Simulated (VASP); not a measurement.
# Mg2NCl (R-3m) in VASP: notebook, part 2 of 2

VASP 6.6.1.

## Step 3: Single point, PBEsol+D3(BJ)

This run uses another cell than the first one, of 13.26 Å³/atom, 1.028 times its volume.

INCAR

```
SYSTEM = Mg2NCl
PREC = Accurate ; ENCUT = 520
EDIFF = 1E-6 ; ISMEAR = -1
SIGMA = 0.3 ; LREAL = .False.
LASPH = .True. ; NELM = 80
ALGO = Normal ; ISIF = 2
LWAVE = .False. ; LCHARG = .False.
GGA = PS ; IVDW = 12
NBANDS = 16
```

KPOINTS

```
regular mesh
0
Gamma
  7 7 7
  0 0 0
```

POSCAR

```
Mg2NCl
1.0
    1.6180668729      0.9341908190      5.8489861139
   -1.6180668729      0.9341908190      5.8489861139
    0.0000000000     -1.8683826124      5.8489861139
Mg N Cl
2 1 1
Direct
    0.2228150000      0.2228150000      0.2228150000
    0.7771850000      0.7771850000      0.7771850000
    0.5000000000      0.5000000000      0.5000000000
    0.0000000000      0.0000000000      0.0000000000
```

Potentials or basis: VASP PAW PBE potentials, release 64 (Mg, N, Cl).

Started as:

```console
cat potpaw_PBE.64/Mg/POTCAR potpaw_PBE.64/N/POTCAR potpaw_PBE.64/Cl/POTCAR > POTCAR
mpirun -np 1 vasp_std > vasp.out
```

OUTCAR:

```text
SYSTEM = Mg2NCl
   PREC = Accurate
   ENCUT = 520
   EDIFF = 1E-6
   ISMEAR = -1
   LREAL = .False.
   LASPH = .True.
   NELM = 80
   ISIF = 2
   GGA = PS
   IVDW = 12
 IVDW          = 12

 ion  position               nearest neighbor table
   1  0.223  0.223  0.223-   3 2.11   3 2.11   3 2.11   4 2.69   4 2.69   4 2.69   2 2.72   2 2.72
                             2 2.72
   2  0.777  0.777  0.777-   3 2.11   3 2.11   3 2.11   4 2.69   4 2.69   4 2.69   1 2.72   1 2.72
                             1 2.72
   3  0.500  0.500  0.500-   1 2.11   2 2.11   1 2.11   1 2.11   2 2.11   2 2.11
   4  0.000  0.000  0.000-   2 2.69   1 2.69   2 2.69   2 2.69   1 2.69   1 2.69

  LATTYP: Found a trigonal (rhomboedric) cell.
 ALAT       =     6.1401540251
 COS(alpha) =     0.8611121044

  Lattice vectors:

 A1 = (   1.6180668729,   0.9341908190,   5.8489861139)
 A2 = (  -1.6180668729,   0.9341908190,   5.8489861139)
 A3 = (   0.0000000000,  -1.8683826124,   5.8489861139)

Analysis of symmetry for initial positions (statically):
=====================================================================
 Subroutine PRICEL returns:
 Original cell was already a primitive cell.

[... 178 lines left out ...]
 Fermi energy:         6.3193504147

 k-point     1 :       0.0000    0.0000    0.0000
  band No.  band energies     occupation
      1     -12.2809      2.00000
      2      -8.3646      2.00000
      3      -2.1218      2.00000
      4       2.2487      2.00000
      5       2.2487      2.00000
      6       3.5446      1.99981
[... 433 lines left out ...]
      3      -1.1151      2.00000
      4      -0.0130      2.00000
      5       1.5037      2.00000
      6       2.4287      2.00000
[... 8 lines left out ...]
     15      15.2799      0.00000
     16      16.3071      0.00000

 [... further k-points ...]

------------------------ aborting loop because EDIFF is reached ----------------------------------------

 Edisp (eV)   -1.05504

 E8    (eV) :    -0.6476

  FORCE on cell =-STRESS in cart. coord.  units (eV):
  Direction    XX          YY          ZZ          XY          YZ          ZX
  --------------------------------------------------------------------------------------
  -------------------------------------------------------------------------------------
  Total       0.56962     0.56962     0.23088     0.00000    -0.00000     0.00000
  in kB      17.20412    17.20411     6.97323     0.00000    -0.00000     0.00000
  external pressure =       13.79 kB  Pullay stress =        0.00 kB

 VOLUME and BASIS-vectors are now :
 -----------------------------------------------------------------------------
  energy-cutoff  :      520.00
  volume of cell :       53.05
      direct lattice vectors                 reciprocal lattice vectors
     1.618066873  0.934190819  5.848986114     0.309010714  0.178407457  0.056989944
    -1.618066873  0.934190819  5.848986114    -0.309010714  0.178407457  0.056989944
     0.000000000 -1.868382612  5.848986114     0.000000000 -0.356814915  0.056989914

 POSITION                                       TOTAL-FORCE (eV/Angst)
 -----------------------------------------------------------------------------------
      0.00000     -0.00000      3.90973         0.000000     -0.000000      0.298119
      0.00000     -0.00000     13.63723         0.000000      0.000000     -0.298119
      0.00000     -0.00000      8.77348         0.000000      0.000000      0.000000
      0.00000      0.00000      0.00000         0.000000      0.000000     -0.000000
 -----------------------------------------------------------------------------------
    total drift:                                0.000000     -0.000000     -0.000000

  FREE ENERGIE OF THE ION-ELECTRON SYSTEM (eV)
  ---------------------------------------------------
  free  energy   TOTEN  =       -19.9733430090 eV

  energy  without entropy=      -19.9685599787  energy(sigma->0) =      -19.97095149
```

OSZICAR:

```text
N       E                     dE             d eps       ncg     rms          rms(c)
DAV:   1     0.509468730760E+02    0.50947E+02   -0.65056E+03  1408   0.842E+02
DAV:   2    -0.185823158831E+02   -0.69529E+02   -0.62969E+02  2048   0.162E+02
DAV:   3    -0.225832119562E+02   -0.40009E+01   -0.39846E+01  1824   0.395E+01
DAV:   4    -0.226067620581E+02   -0.23550E-01   -0.23548E-01  1792   0.360E+00
DAV:   5    -0.226069857245E+02   -0.22367E-03   -0.22365E-03  1848   0.342E-01    0.948E+00
DAV:   6    -0.190908104276E+02    0.35162E+01   -0.68887E+00  1896   0.216E+01    0.388E+00
DAV:   7    -0.190539310440E+02    0.36879E-01   -0.11600E+00  1880   0.589E+00    0.307E+00
DAV:   8    -0.189586411091E+02    0.95290E-01   -0.53797E-01  1968   0.464E+00    0.167E+00
DAV:   9    -0.189182485445E+02    0.40393E-01   -0.15079E-01  1752   0.232E+00    0.414E-01
DAV:  10    -0.189189113393E+02   -0.66279E-03   -0.86715E-03  1632   0.601E-01    0.245E-01
DAV:  11    -0.189183172201E+02    0.59412E-03   -0.11424E-03  1968   0.271E-01    0.641E-02
DAV:  12    -0.189183068564E+02    0.10364E-04   -0.69732E-05  1600   0.589E-02    0.242E-02
DAV:  13    -0.189183004393E+02    0.64171E-05   -0.27748E-05  1888   0.306E-02    0.491E-03
DAV:  14    -0.189183003137E+02    0.12566E-06   -0.13950E-06  1336   0.868E-03
   1 F= -.19973343E+02 E0= -.19970951E+02  d E =-.478303E-02
```

stdout:

```text
POSCAR found type information on POSCAR MgN Cl
 POSCAR found :  3 types and       4 ions
 scaLAPACK will be used
 -----------------------------------------------------------------------------
|                                                                             |
|                                                                             |
|     You enforced a specific xc type in the INCAR file but a different       |
|     I HOPE YOU KNOW WHAT YOU ARE DOING!                                     |
|                                                                             |
 -----------------------------------------------------------------------------

 LDA part: xc-table for (Slater+PW92), standard interpolation
 POSCAR, INCAR and KPOINTS ok, starting setup
 FFT: planning ... GRIDC
 FFT: planning ... GRID_SOFT
 FFT: planning ... GRID
 WAVECAR not read
 entering main loop
```

Wall time 2 min (1 thread of AMD EPYC 7R13 (Zen 3), shared host); peak memory 0.31 GiB.

What came out:

```yaml
Free_energy: -19.9733 eV
Pressure: 1.4 GPa
Largest_force: 0.298 eV/Å
Band_gap_on_the_k_mesh: 2.69 eV, direct
Dispersion_energy_per_atom: -0.264 eV
```

Forces in eV/Å, atoms in the order of the input:
```
Mg   0.000  0.000  0.298
Mg   0.000  0.000 -0.298
N    0.000  0.000  0.000
Cl   0.000  0.000  0.000
```

Stress tensor (GPa, compression positive):
```
1.72 0.00 0.00
0.00 1.72 0.00
0.00 0.00 0.70
```

Caveat: three body term missing; the PAW data sets were made with another functional, which shifts forces and pressure a little. A k mesh can miss the band edges.

## Step 4: Single point, PBEsol+D3(BJ)

This run uses another cell than the first one, of 13.62 Å³/atom, 1.056 times its volume.

INCAR

```
PREC = Accurate
ENCUT = 520
EDIFF = 1E-6
ISMEAR = -1
SIGMA = 0.3
LREAL = F
LASPH = T
NELM = 60
ALGO = Normal
ISIF = 2
LWAVE = F
LCHARG = F
GGA = PS
IVDW = 12
NBANDS = 16
```

KPOINTS

```
Automatic mesh
0
Gamma
  7 7 7
```

POSCAR

```
Mg2NCl
1.0
    1.6325146631      0.9425322498      5.9012119676
   -1.6325146631      0.9425322498      5.9012119676
    0.0000000000     -1.8850654827      5.9012119676
Mg N Cl
2 1 1
Direct
    0.2228150000      0.2228150000      0.2228150000
    0.7771850000      0.7771850000      0.7771850000
    0.5000000000      0.5000000000      0.5000000000
    0.0000000000      0.0000000000      0.0000000000
```

Started as:

```console
cat potpaw_PBE.64/Mg/POTCAR potpaw_PBE.64/N/POTCAR potpaw_PBE.64/Cl/POTCAR > POTCAR
mpirun -np 1 vasp_std > vasp.out
```

Run time: 2 min. Hardware: 1 thread of AMD EPYC 7R13 (Zen 3), shared host; peak memory 0.31 GiB.

The run converged. Its results:

```yaml
Free_energy: -19.9740 eV
Pressure: -1.3 GPa
Largest_force: 0.168 eV/Å
Band_gap_on_the_k_mesh: 2.50 eV, direct
Dispersion_energy_per_atom: -0.257 eV
```

Forces on the atoms (eV/Å):
```
Mg   0.000  0.000  0.168
Mg   0.000  0.000 -0.168
N    0.000  0.000  0.000
Cl   0.000  0.000  0.000
```

Stress tensor (GPa, compression positive):
```
-1.15  0.00  0.00
 0.00 -1.15  0.00
 0.00  0.00 -1.63
```

Levels at points of the mesh, in eV from the valence-band top:
| k point | band 5 | band 6 | band 7 | band 8 | band 9 | band 10 | band 11 | band 12 |
| --- | --- | --- | --- | --- | --- | --- | --- | --- |
| (0.00, 0.00, 0.00) | -2.32 | -1.02 | 0.00 | 0.00 | 2.50 | 5.42 | 8.80 | 8.97 |

Caveat: three body term missing; the PAW data sets were made with another functional, which shifts forces and pressure a little. A k mesh can miss the band edges.

## Step 5: Single point, PBEsol+D3(BJ)

This run uses another cell than the first one, of 13.98 Å³/atom, 1.083 times its volume.

INCAR, as its differences from that of step 4:

```diff
@@ -7,3 +7,3 @@
 LASPH = T
-NELM = 60
+NELM = 100
 ALGO = Normal
```

KPOINTS is that of step 4.

POSCAR

```
Mg2NCl
1.0
    1.6467111553      0.9507285938      5.9525294301
   -1.6467111553      0.9507285938      5.9525294301
    0.0000000000     -1.9014581793      5.9525294301
Mg N Cl
2 1 1
Direct
    0.2228150000      0.2228150000      0.2228150000
    0.7771850000      0.7771850000      0.7771850000
    0.5000000000      0.5000000000      0.5000000000
    0.0000000000      0.0000000000      0.0000000000
```

Started as:

```console
cat potpaw_PBE.64/Mg/POTCAR potpaw_PBE.64/N/POTCAR potpaw_PBE.64/Cl/POTCAR > POTCAR
mpirun -np 1 vasp_std > vasp.out
```

It took 1.8 min on 1 thread of AMD EPYC 7R13 (Zen 3), shared host; peak memory 0.31 GiB.

It converged, with:

- Free energy: -19.9521 eV
- Pressure: -3.6 GPa
- Largest force: 0.049 eV/Å
- Band gap on the k mesh: 2.32 eV, direct
- Dispersion energy per atom: -0.250 eV

Forces in eV/Å, atoms in the order of the input:
```
Mg   0.000  0.000  0.049
Mg   0.000  0.000 -0.049
N    0.000  0.000  0.000
Cl   0.000  0.000  0.000
```

Levels at points of the mesh, in eV from the valence-band top:
```
           k point  band 6  band 7  band 8  band 9  band 10  band 11
(0.00, 0.00, 0.00)   -1.01    0.00    0.00    2.32     5.32     8.55
```

Caveat: three body term missing; the PAW data sets were made with another functional, which shifts forces and pressure a little.

## Step 6: Single point, PBEsol+D3(BJ)

This run uses another cell than the first one, of 14.34 Å³/atom, 1.111 times its volume.

INCAR

```
SYSTEM = Mg2NCl
PREC = Accurate
ENCUT = 520
EDIFF = 1E-6
ISMEAR = -1
SIGMA = 0.3
LREAL = .FALSE.
LASPH = .TRUE.
NELM = 80
ALGO = Normal
ISIF = 2
LWAVE = .FALSE.
LCHARG = .FALSE.
GGA = PS
IVDW = 12
NBANDS = 16
```

KPOINTS

```
Automatic mesh
0
G
  7 7 7
  0 0 0
```

POSCAR

```
Mg2NCl
1.0
    1.6606670000      0.9587860000      6.0029770000
   -1.6606670000      0.9587860000      6.0029770000
    0.0000000000     -1.9175730000      6.0029770000
Mg N Cl
2 1 1
Direct
    0.2228150000      0.2228150000      0.2228150000
    0.7771850000      0.7771850000      0.7771850000
    0.5000000000      0.5000000000      0.5000000000
    0.0000000000      0.0000000000      0.0000000000
```

Potentials or basis: VASP PAW PBE potentials, release 64 (Mg, N, Cl).

Started as:

```console
cat potpaw_PBE.64/Mg/POTCAR potpaw_PBE.64/N/POTCAR potpaw_PBE.64/Cl/POTCAR > POTCAR
mpirun -np 1 vasp_std > vasp.out
```

OUTCAR:

```text
SYSTEM = Mg2NCl
   PREC = Accurate
   ENCUT = 520
   EDIFF = 1E-6
   ISMEAR = -1
   LREAL = .FALSE.
   LASPH = .TRUE.
   NELM = 80
   ISIF = 2
   GGA = PS
   IVDW = 12
 IVDW          = 12

 ion  position               nearest neighbor table
   1  0.223  0.223  0.223-   3 2.17   3 2.17   3 2.17   4 2.76   4 2.76   4 2.76   2 2.79   2 2.79
                             2 2.79
   2  0.777  0.777  0.777-   3 2.17   3 2.17   3 2.17   4 2.76   4 2.76   4 2.76   1 2.79   1 2.79
                             1 2.79
[... 662 lines left out ...]
  Direction    XX          YY          ZZ          XY          YZ          ZX
  --------------------------------------------------------------------------------------
  -------------------------------------------------------------------------------------
  Total      -2.08145    -2.08145    -1.93578     0.00000     0.00000     0.00000
  in kB     -58.15053   -58.15050   -54.08088     0.00000     0.00000     0.00000
  external pressure =      -56.79 kB  Pullay stress =        0.00 kB

 VOLUME and BASIS-vectors are now :
 -----------------------------------------------------------------------------
  energy-cutoff  :      520.00
  volume of cell :       57.35
      direct lattice vectors                 reciprocal lattice vectors
     1.660667000  0.958786000  6.002977000     0.301083842  0.173830874  0.055528014
    -1.660667000  0.958786000  6.002977000    -0.301083842  0.173830874  0.055528014
     0.000000000 -1.917573000  6.002977000     0.000000000 -0.347661749  0.055527985

 POSITION                                       TOTAL-FORCE (eV/Angst)
 -----------------------------------------------------------------------------------
      0.00000     -0.00000      4.01266         0.000000      0.000000     -0.057637
      0.00000     -0.00000     13.99627         0.000000     -0.000000      0.057637
      0.00000     -0.00000      9.00447         0.000000     -0.000000      0.000000
      0.00000      0.00000      0.00000         0.000000     -0.000000     -0.000000
 -----------------------------------------------------------------------------------
    total drift:                                0.000000     -0.000000     -0.000000

  FREE ENERGIE OF THE ION-ELECTRON SYSTEM (eV)
  ---------------------------------------------------
  free  energy   TOTEN  =       -19.9106198562 eV

  energy  without entropy=      -19.9024995194  energy(sigma->0) =      -19.90655969
```

Wall time 1.9 min (1 thread of AMD EPYC 7R13 (Zen 3), shared host); peak memory 0.31 GiB.

Results:

```yaml
Free_energy: -19.9106 eV
Pressure: -5.7 GPa
Largest_force: 0.058 eV/Å
Band_gap_on_the_k_mesh: 2.15 eV, direct
Dispersion_energy_per_atom: -0.243 eV
```

Forces in eV/Å, atoms in the order of the input:
```
Mg   0.000  0.000 -0.058
Mg   0.000  0.000  0.058
N    0.000  0.000  0.000
Cl   0.000  0.000  0.000
```

Caveat: three body term missing; the PAW data sets were made with another functional, which shifts forces and pressure a little. A k mesh can miss the band edges.

## Step 7: Overview

| cell | gap on the mesh (eV) | pressure (GPa) | largest force (eV/Å) |
| --- | --- | --- | --- |
| a = 6.084 Å, angles 30.6°, 4 atoms | 2.89 | 4.5 | 0.44 |
| a = 6.140 Å, angles 30.6°, 4 atoms | 2.69 | 1.4 | 0.30 |
| a = 6.195 Å, angles 30.6°, 4 atoms | 2.50 | -1.3 | 0.17 |
| a = 6.249 Å, angles 30.6°, 4 atoms | 2.32 | -3.6 | 0.05 |
| a = 6.302 Å, angles 30.6°, 4 atoms | 2.15 | -5.7 | 0.06 |

Alike in all rows: task single point; level PBEsol+D3(BJ); potentials or basis VASP PAW PBE potentials, release 64 (Mg, N, Cl); no spin polarisation; k mesh 7 × 7 × 7; cutoff (eV) 520; smearing fermi-dirac 0.3 eV.

Caveats: three body term missing; the PAW data sets were made with another functional, which shifts forces and pressure a little.

Total energies depend on the potentials used, so only differences within one code and one set of settings carry meaning.
